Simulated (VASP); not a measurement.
# Mg (Im-3m) in VASP: relaxation of cell and atoms with PBE

Aim: the relaxation of cell and atoms of Mg with PBE.

Everything below comes from runs of VASP 6.6.1. Logs are shortened: lines on timing, memory, paths and dates and some standing lists are left out, and cuts for length are marked.

## 1. The cell of the first run

It takes space group Im-3m (No. 229, cubic). Conventional cell: a = 3.301 Å, b = 3.301 Å, c = 3.301 Å, α = 90.00°, β = 90.00°, γ = 90.00°. Within 3.8 Å of Mg (site symmetry m-3m) lie 14 Mg at 2.86 to 3.30 Å.

This isn't the form of Mg at room conditions, which is hcp.

## 2. Relaxation of cell and atoms, PBE, target pressure 15 GPa, at which the enthalpy is minimised

The input, INCAR:

```
ALGO     = Normal         # electronic algorithm
EDIFF    = 1E-7           # SCF threshold, eV
EDIFFG   = -0.005         # ionic threshold
ENCUT    = 600            # plane-wave cutoff, eV
GGA      = PE             # functional
IBRION   = 2              # ionic algorithm
ISIF     = 3              # what is computed and relaxed
ISMEAR   = -1             # smearing method
LASPH    = True           # aspherical terms in the spheres
LCHARG   = False          # write CHGCAR
LREAL    = False          # projectors in reciprocal space
LWAVE    = False          # write WAVECAR
NELM     = 60             # most SCF steps
NSW      = 60             # ionic steps
PREC     = Accurate       # precision mode
PSTRESS  = 150.0        
SIGMA    = 0.1            # smearing width, eV
```

The input, KPOINTS:

```
k-points
0
Gamma
  16 16 16
```

The input, POSCAR:

```
Mg
1.0
   -1.6502549462      1.6502549462      1.6502549462
    1.6502549462     -1.6502549462      1.6502549462
    1.6502549462      1.6502549462     -1.6502549462
Mg
1
Direct
    0.0000000000      0.0000000000      0.0000000000
```

Potentials or basis: VASP PAW PBE potentials, release 64 (Mg).

Run with:

```bash
$ cat potpaw_PBE.64/Mg/POTCAR > POTCAR
$ mpirun -np 1 vasp_std > vasp.out
```

OUTCAR:

```text
EDIFF = 1E-7
   EDIFFG = -0.005
   ENCUT = 600
   GGA = PE
   IBRION = 2
   ISIF = 3
   ISMEAR = -1
   LASPH = True
   LREAL = False
   NELM = 60
   NSW = 60
   PREC = Accurate
   PSTRESS = 150.0

 ion  position               nearest neighbor table
   1  0.000  0.000  0.000-

  LATTYP: Found a body centered cubic cell.
 ALAT       =     3.3005098924

  Lattice vectors:

 A1 = (  -1.6502549462,   1.6502549462,   1.6502549462)
 A2 = (   1.6502549462,  -1.6502549462,   1.6502549462)
 A3 = (   1.6502549462,   1.6502549462,  -1.6502549462)

Analysis of symmetry for initial positions (statically):
=====================================================================
 Subroutine PRICEL returns:
 Original cell was already a primitive cell.

 Routine SETGRP: Setting up the symmetry group for a
 body centered cubic supercell.

 Subroutine GETGRP returns: Found 48 space group operations
 (whereof 48 operations were pure point group operations)
 out of a pool of 48 trial point group operations.

The static configuration has the point symmetry O_h .

Analysis of symmetry for dynamics (positions and initial velocities):
=====================================================================
 Subroutine PRICEL returns:
 Original cell was already a primitive cell.

 Routine SETGRP: Setting up the symmetry group for a
 body centered cubic supercell.

 Subroutine GETGRP returns: Found 48 space group operations
 (whereof 48 operations were pure point group operations)
 out of a pool of 48 trial point group operations.

The dynamic configuration has the point symmetry O_h .

 Subroutine INISYM returns: Found 48 space group operations
 (whereof 48 operations are pure point group operations),
 and found     1 'primitive' translations

----------------------------------------------------------------------------------------

                                     Primitive cell

  volume of cell :      17.9768

  direct lattice vectors                    reciprocal lattice vectors
    -1.650254946  1.650254946  1.650254946     0.000000000  0.302983488  0.302983488
     1.650254946 -1.650254946  1.650254946     0.302983488  0.000000000  0.302983488
     1.650254946  1.650254946 -1.650254946     0.302983488  0.302983488  0.000000000

  length of vectors
     2.858325412  2.858325412  2.858325412     0.428483358  0.428483358  0.428483358

  position of ions in fractional coordinates (direct lattice)
     0.000000000  0.000000000  0.000000000

  ion indices of the primitive-cell ions
   primitive index   ion index
                 1           1

----------------------------------------------------------------------------------------

 KPOINTS: k-points

Automatic generation of k-mesh.
 Grid dimensions read from file:
 generate k-points for:   16   16   16

 Generating k-lattice:

  Cartesian coordinates                     Fractional coordinates (reciprocal lattice)
     0.000000000  0.018936468  0.018936468     0.062500000  0.000000000  0.000000000
     0.018936468  0.000000000  0.018936468     0.000000000  0.062500000  0.000000000
     0.018936468  0.018936468  0.000000000     0.000000000  0.000000000  0.062500000

  Length of vectors
     0.026780210  0.026780210  0.026780210

  Shift w.r.t. Gamma in fractional coordinates (k-lattice)
     0.000000000  0.000000000  0.000000000

 Subroutine IBZKPT returns following result:
 ===========================================

 Found    145 irreducible k-points:

 Following reciprocal coordinates:
            Coordinates               Weight
  0.000000  0.000000  0.000000      1.000000
  0.062500  0.000000  0.000000     12.000000
  0.125000  0.000000  0.000000     12.000000
  0.187500  0.000000  0.000000     12.000000
  0.250000  0.000000  0.000000     12.000000
  0.312500  0.000000  0.000000     12.000000
[... 16 lines left out ...]
  0.187500  0.187500  0.000000     24.000000
  0.250000  0.187500  0.000000     48.000000
 [... further k-points ...]
   k-points           NKPTS =    145   k-points in BZ     NKDIM =    145   number of bands    NBANDS=      5
   number of dos      NEDOS =    301   number of ions     NIONS =      1
   total plane-waves  NPLWV =  13824
   dimension x,y,z NGX =    24 NGY =   24 NGZ =   24
   dimension x,y,z NGXF=    48 NGYF=   48 NGZF=   48
   ions per type =               1
   NGX,Y,Z   is equivalent  to a cutoff of  13.96, 13.96, 13.96 a.u.
   NGXF,Y,Z  is equivalent  to a cutoff of  27.92, 27.92, 27.92 a.u.
 SYSTEM =  unknown system
   PREC   = accura    normal or accurate (medium, high low for compatibility)
   ISTART =      0    job   : 0-new  1-cont  2-samecut
   ICHARG =      2    charge: 1-file 2-atom 10-const
   ISPIN  =      1    spin polarized calculation?
   LNONCOLLINEAR =      F non collinear calculations
   LSORBIT =      F    spin-orbit coupling
   LASPH  =      T    aspherical Exc in radial PAW
   ENCUT  =  600.0 eV  44.10 Ry    6.64 a.u.   5.71  5.71  5.71*2*pi/ulx,y,z
   NELM   =     60;   NELMIN=  2; NELMDL= -5     # of ELM steps
   EDIFF  = 0.1E-06   stopping-criterion for ELM
   LREAL  =      F    real-space projection
   EDIFFG = -.5E-02   stopping-criterion for IOM
   NSW    =     60    number of steps for IOM
   IBRION =      2    ionic relax: 0-MD 1-quasi-New 2-CG
   NFREE  =      1    steps in history (QN), initial steepest desc. (CG)
   ISIF   =      3    stress and relaxation
   ISYM   =      2    0-nonsym 1-usesym 2-fastsym
   POTIM  = 0.5000    time-step for ionic-motion
   TEBEG  =    0.0;   TEEND  =   0.0 temperature during run
   PSTRESS=  150.0 pullay stress
   NELECT =       2.0000    total number of electrons
   NUPDOWN=      -1.0000    fix difference up-down
   EMIN   =  10.00;   EMAX   =-10.00  energy-range for DOS
   EFERMI =   0.00;   METHOD = LEGACY
   ISMEAR =    -1;   SIGMA  =   0.10  broadening in eV -4-tet -1-fermi 0-gaus
   EFERMI_NEDOS =   21; number of points for ismear=-14 and -15
   IALGO  =     38    algorithm
   IMIX   =      4    mixing-type and parameters
     AMIX     =   0.40;   BMIX     =  1.00
     AMIX_MAG =   1.60;   BMIX_MAG =  1.00
  volume/ion in A,a.u.               =      17.98       121.31
  Fermi-wavevector in a.u.,A,eV,Ry     =   0.787373  1.487919  8.435014  0.619956
  Thomas-Fermi vector in A             =   1.892100
   LORBIT       =      0    0 simple, 1 ext, 2 COOP (PROOUT), +10 PAW based schemes
   GGA     = PE    functional components
   LHFCALC =     F    Hartree Fock is set to
   AEXX    =    0.0000 exact exchange contribution
   IVDW    =     0    specifies the selected vdW correction
   LEPSILON=     F    determine dielectric tensor
   LRPA    =     F    only Hartree local field effects (RPA)
 conjugate gradient relaxation of ions
 non-spin polarized calculation
  energy-cutoff  :      600.00
  volume of cell :       17.98
 maximum number of plane-waves:       616
   NGX = 11   NGY = 11   NGZ = 11

--------------------------------------- Ionic step        1  -------------------------------------------

 number of electron       2.0000000 magnetization

 Free energy of the ion-electron system (eV)
  ---------------------------------------------------
  ext. energy  EPLUGINS =         0.00000000
  ---------------------------------------------------
  free energy    TOTEN  =        -1.31206601 eV

  energy without entropy =       -1.29973989  energy(sigma->0) =       -1.30590295

------------------------ aborting loop because EDIFF is reached ----------------------------------------

  FORCE on cell =-STRESS in cart. coord.  units (eV):
  Direction    XX          YY          ZZ          XY          YZ          ZX
  --------------------------------------------------------------------------------------
  -------------------------------------------------------------------------------------
  Total        1.5508424      1.5508424      1.5508424     -0.0000000     -0.0000000     -0.0000000
  in kB      138.2181702    138.2181702    138.2181702     -0.0000000     -0.0000000     -0.0000000
  external PRESSURE =     -11.7818298 kB  Pullay stress =     150.0000000 kB
[... 59 lines left out ...]
  enthalpy is  TOTEN    =         0.3702194317 eV   P V=        1.6510420184

--------------------------------------- Ionic step        3  -------------------------------------------

 number of electron       2.0000000 magnetization

 Free energy of the ion-electron system (eV)
  ---------------------------------------------------
  ext. energy  EPLUGINS =         0.00000000
  ---------------------------------------------------
  free energy    TOTEN  =        -1.29018707 eV

  energy without entropy =       -1.27800440  energy(sigma->0) =       -1.28409573

 E-fermi :   4.1723     XC(G=0):  -9.3321

 val. band max:        4.1334183500   @ k =   0.3750   0.1875   0.0625
 cond. band min:       4.1974028687   @ k =   0.5000   0.5000   0.1875
 fundamental gap:      0.0639845187
 Fermi energy:         4.1722740994

 k-point     1 :       0.0000    0.0000    0.0000
  band No.  band energies     occupation
      1      -3.9797      2.00000
      2      19.0283      0.00000
      3      19.0283      0.00000
      4      19.0283      0.00000
      5      21.3288      0.00000

 k-point     2 :       0.0625    0.0000    0.0000
  band No.  band energies     occupation
      1      -3.8703      2.00000
      2      17.8859      0.00000
      3      18.4503      0.00000
      4      18.7325      0.00000
      5      20.4597      0.00000
[... 169 lines left out ...]
 k-point    24 :       0.2500    0.1875    0.0000
  band No.  band energies     occupation
      1      -0.0409      2.00000
      2       7.8726      0.00000
      3       9.9749      0.00000
      4      14.9697      0.00000
      5      19.0975      0.00000

 [... further k-points ...]
[... 5 lines left out ...]
  --------------------------------------------------------------------------------------
  -------------------------------------------------------------------------------------
  Total        1.6607037      1.6607037      1.6607037      0.0000000      0.0000000     -0.0000000
  in kB      150.0406444    150.0406444    150.0406444      0.0000000      0.0000000     -0.0000000
  external PRESSURE =       0.0406444 kB  Pullay stress =     150.0000000 kB
[... 16 lines left out ...]
  FREE ENERGIE OF THE ION-ELECTRON SYSTEM (eV)
  ---------------------------------------------------
  free  energy   TOTEN  =        -1.2901870709 eV

  energy  without entropy=       -1.2780043978  energy(sigma->0) =       -1.28409573

  enthalpy is  TOTEN    =         0.3700667168 eV   P V=        1.6602537877

 reached required accuracy - stopping structural energy minimisation
```

Wall time 12 s (1 thread of AMD EPYC 9R45 (Zen 5), shared host); peak memory 0.12 GiB.

What came out:

```
Free energy                                                : -1.2902 eV
Relaxed volume                                             : 17.73 Å³/atom
Relaxed cell                                               : a = 2.845 Å, b = 2.845 Å, c = 2.845 Å, α = 109.47°, β = 109.47°, γ = 109.47°
Space group after relaxing (to 0.1 Å)                      : Im-3m (No. 229)
Energy change on relaxing (the run minimises the enthalpy) : +21.9 meV/atom
Ionic steps                                                : 3
Pressure after relaxing                                    : 15.0 GPa
Band gap on the k mesh                                     : zero (bands 1 and 2 overlap by 4.92 eV)
```

The path:
```tsv
step	energy change (eV)	largest force (eV/Å)	pressure (GPa)	volume (Å³)
1	0.0000	0.0000	13.82	17.98
2	0.0312	0.0000	15.50	17.64
3	0.0219	0.0000	15.00	17.73
```

Final structure:
```cif
data_structure
_symmetry_space_group_name_H-M 'P 1'
_symmetry_Int_Tables_number 1
_cell_length_a 2.8454
_cell_length_b 2.8454
_cell_length_c 2.8454
_cell_angle_alpha 109.471
_cell_angle_beta 109.471
_cell_angle_gamma 109.471
_cell_volume 17.73
loop_
_atom_site_label
_atom_site_type_symbol
_atom_site_fract_x
_atom_site_fract_y
_atom_site_fract_z
_atom_site_occupancy
Mg1 Mg 0.00000 0.00000 0.00000 1
```

Levels at points of the mesh, in eV from the Fermi level:
| k point | band 1 | band 2 | band 3 | band 4 |
| --- | --- | --- | --- | --- |
| (0.00, 0.00, 0.00) | -8.15 | 14.86 | 14.86 | 14.86 |
| (0.50, 0.00, 0.00) | -1.88 | -0.89 | 9.58 | 11.56 |
| (0.50, 0.50, 0.50) | 4.03 | 4.03 | 4.72 | 4.72 |

Caveat: the cell is relaxed towards a set pressure, so the run minimises the enthalpy, not the energy.

The gap in the log of VASP goes by the Fermi energy; the results here count the filled bands.